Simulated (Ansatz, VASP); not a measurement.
## Sn in VASP and in Ansatz

```
CELL_PARAMETERS angstrom
3.27035 3.27035 0.00000
-3.27035 3.27035 0.00000
0.09250 0.09250 6.54070
ATOMIC_POSITIONS crystal
Sn 0.00244 0.00000 0.49997
Sn 0.99756 0.50000 0.25003
Sn 0.50244 0.50000 0.99997
Sn 0.49756 0.00000 0.75003
```

Change from the starting cell: shear of c along a, cell held, atoms relaxed: +2.0 %.

Alike in both runs: functional PBEsol; k mesh 12 × 12 × 8; occupations gaussian, width 0.1 eV; no spin polarisation.

Ansatz relaxed the structure, and its values are those at the end. VASP's run is a single point on that final structure, the one shown.

|  | VASP | Ansatz |
| --- | --- | --- |
| version | VASP 6.6.1 | Ansatz 0.2.0 |
| potentials or method | VASP PAW PBE potentials, release 64 (Sn_d), cutoff 520 eV | scalar-relativistic, plane waves, PAW |
| valence electrons in the cell | 56 | 56 |

|  | VASP | Ansatz | Ansatz less VASP |
| --- | --- | --- | --- |
| gap on the k mesh at the Fermi level (eV) | none | none | - |
| pressure (GPa) | -0.1 | 0.0 | +0.11 |

VASP's potentials were made for PBE, not for PBEsol. A gap of «none» marks a metal or a gap that the smearing closes. Ansatz's warnings: stress scf threshold loose.
